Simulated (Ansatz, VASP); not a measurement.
## One calculation of TaN, two programs

The input INCAR:

```
SYSTEM = TaN
ALGO = Fast ; EDIFF = 1E-6
ENCUT = 520 ; GGA = CA
ISIF = 2 ; ISMEAR = 0
LASPH = .TRUE. ; LCHARG = .FALSE.
LREAL = .FALSE. ; LWAVE = .FALSE.
NBANDS = 42 ; NELM = 100
PREC = Accurate ; SIGMA = 0.15
```

File KPOINTS:

```
k-points
0
G
  14 14 4
  0 0 0
```

Contents of POSCAR:

```
TaN
1.0
   -3.1035877079      0.0000000000      0.0000000000
   -1.5517938539     -2.6877857979      0.0000000000
   -2.5863230899     -1.7918571986     12.0200957435
Ta N
4 4
Direct
   -0.1259792434     -0.2790834357      0.9186251535
    0.1240207566      0.0542498977      0.4186251535
    0.5823540899      0.5542498977      0.1686251535
    0.3323540899      0.2209165643      0.6686251535
    0.2926459101      0.2790834357      0.0813748465
    0.0426459101     -0.0542498977      0.5813748465
    0.5009792434      0.4457501023      0.3313748465
    0.2509792434      0.1124167690      0.8313748465
```

Input for Ansatz:

```yaml
crystal:
  lattice:
    - [-3.1035877079, 0.0, 0.0]
    - [-1.5517938539, -2.6877857979, 0.0]
    - [-2.5863230899, -1.7918571986, 12.0200957435]
  atoms:
    - { symbol: Ta, position: [-0.1259792434, -0.2790834357, 0.9186251535] }
    - { symbol: Ta, position: [0.1240207566, 0.0542498977, 0.4186251535] }
    - { symbol: Ta, position: [0.5823540899, 0.5542498977, 0.1686251535] }
    - { symbol: Ta, position: [0.3323540899, 0.2209165643, 0.6686251535] }
    - { symbol: "N", position: [0.2926459101, 0.2790834357, 0.0813748465] }
    - { symbol: "N", position: [0.0426459101, -0.0542498977, 0.5813748465] }
    - { symbol: "N", position: [0.5009792434, 0.4457501023, 0.3313748465] }
    - { symbol: "N", position: [0.2509792434, 0.112416769, 0.8313748465] }
basis:
  ecutwfc: 520.0
kpoints:
  mp_grid: { grid: [14, 14, 4] }
hamiltonian:
  xc: lda
scf:
  occupations: { method: gaussian, width: 0.15 }
output:
  forces: true
  stress: true
  eigenvalues: true
```

Alike in both runs: task single point; functional LDA; k mesh 14 × 14 × 4; occupations gaussian, width 0.15 eV; no spin polarisation.

|  | VASP | Ansatz |
| --- | --- | --- |
| version | VASP 6.6.1 | Ansatz 0.2.0 |
| potentials or method | VASP PAW LDA potentials, release 64 (Ta_pv, N), cutoff 520 eV | scalar-relativistic, plane waves, PAW |
| valence electrons in the cell | 64 | 72 |

|  | VASP | Ansatz | Ansatz less VASP |
| --- | --- | --- | --- |
| gap on the k mesh at the Fermi level (eV) | none | none | - |
| pressure (GPa) | -2.9 | -4.3 | -1.41 |
| traceless stress, the component that is largest in VASP (GPa) | 2.05 | 1.72 | -0.333 |
| rms of the force components (eV/Å) | 0.638 | 0.623 | -0.0151 |

LDA's correlation is that of Perdew and Zunger in VASP and of Perdew and Wang (1992) in Ansatz. Atom by atom the forces differ by 0.021 eV/Å (rms over components). A gap of «none» marks a metal or a gap that the smearing closes. VASP's potentials hold 64 valence electrons a cell and Ansatz's 72, so a difference there can come from the potentials and not from the codes.

Spin-orbit coupling is off throughout.
